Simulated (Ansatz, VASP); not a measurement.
One calculation of Ga2O3, two programs

```xyz
80
Lattice="5.0580 2.9202 9.0826 -5.0580 2.9202 9.0826 0.0000 -5.8404 9.0826" Properties=species:S:1:pos:R:3 pbc="T T T"
Ga    0.0000    0.0000   11.6577
Ga    0.0000    0.0000    8.7781
Ga    0.0000    0.0000    1.9662
Ga    0.0000    0.0000    4.8458
Ga    0.0000   -2.9202   16.1991
Ga    0.0000   -2.9202   13.3194
Ga    0.0000   -2.9202    6.5075
Ga    0.0000   -2.9202    9.3871
Ga   -2.5290    1.4601   16.1991
Ga   -2.5290    1.4601   13.3194
Ga   -2.5290    1.4601    6.5075
Ga   -2.5290    1.4601    9.3871
Ga   -2.5290   -1.4601   20.7404
Ga   -2.5290   -1.4601   17.8608
Ga   -2.5290   -1.4601   11.0488
Ga   -2.5290   -1.4601   13.9284
Ga    2.5290    1.4601   16.1991
Ga    2.5290    1.4601   13.3194
Ga    2.5290    1.4601    6.5075
Ga    2.5290    1.4601    9.3871
Ga    2.5290   -1.4601   20.7404
Ga    2.5290   -1.4601   17.8608
Ga    2.5290   -1.4601   11.0488
Ga    2.5290   -1.4601   13.9284
Ga    0.0000    2.9202   20.7404
Ga    0.0000    2.9202   17.8608
Ga    0.0000    2.9202   11.0488
Ga    0.0000    2.9202   13.9284
Ga    0.0000    0.0000   25.2817
Ga    0.0000    0.0000   22.4021
Ga    0.0000    0.0000   15.5901
Ga    0.0000    0.0000   18.4697
O     0.7680    1.5900    5.6766
O     0.9929   -1.4601    5.6766
O    -1.7610   -0.1298    5.6766
O    -0.7680   -1.5900    7.9473
O     1.7610    0.1298    7.9473
O    -0.9929    1.4601    7.9473
O     0.7680   -1.3303   10.2179
O     0.9929   -4.3803   10.2179
O    -1.7610   -3.0501   10.2179
O    -0.7680   -4.5102   12.4886
O     1.7610   -2.7904   12.4886
O    -0.9929   -1.4601   12.4886
O    -1.7610    3.0501   10.2179
O    -1.5360    0.0000   10.2179
O    -4.2899    1.3303   10.2179
O    -3.2970   -0.1298   12.4886
O    -0.7680    1.5900   12.4886
O    -3.5219    2.9202   12.4886
O    -1.7610    0.1298   14.7593
O    -1.5360   -2.9202   14.7593
O    -4.2899   -1.5900   14.7593
O    -3.2970   -3.0501   17.0299
O    -0.7680   -1.3303   17.0299
O    -3.5219    0.0000   17.0299
O     3.2970    3.0501   10.2179
O     3.5219    0.0000   10.2179
O     0.7680    1.3303   10.2179
O     1.7610   -0.1298   12.4886
O     4.2899    1.5900   12.4886
O     1.5360    2.9202   12.4886
O     3.2970    0.1298   14.7593
O     3.5219   -2.9202   14.7593
O     0.7680   -1.5900   14.7593
O     1.7610   -3.0501   17.0299
O     4.2899   -1.3303   17.0299
O     1.5360    0.0000   17.0299
O     0.7680    4.5102   14.7593
O     0.9929    1.4601   14.7593
O    -1.7610    2.7904   14.7593
O    -0.7680    1.3303   17.0299
O     1.7610    3.0501   17.0299
O    -0.9929    4.3803   17.0299
O     0.7680    1.5900   19.3006
O     0.9929   -1.4601   19.3006
O    -1.7610   -0.1298   19.3006
O    -0.7680   -1.5900   21.5712
O     1.7610    0.1298   21.5712
O    -0.9929    1.4601   21.5712
```

Alike in both runs: functional PBE; k mesh 1 × 1 × 1; no spin polarisation.

Ansatz relaxed the structure, and its values are those at the end. VASP's run is a single point on that final structure, the one shown.

|  | VASP | Ansatz |
| --- | --- | --- |
| version | VASP 6.6.1 | Ansatz 0.2.0 |
| potentials or method | VASP PAW PBE potentials, release 64 (Ga_d, O), cutoff 520 eV | plane-wave PAW DFT |
| occupations | gaussian, width 0.01 eV | fixed |
| valence electrons in the cell | 704 | 704 |

Ansatz gave:

* gap on the k mesh at the Fermi level (eV): 2.54
* rms of the force components (eV/Å): 0.007

Q: Estimate VASP's values.

A: gap on the k mesh at the Fermi level (eV): 2.53; rms of the force components (eV/Å): 0.011.

The k mesh is coarse, so the values compare programs but aren't converged.
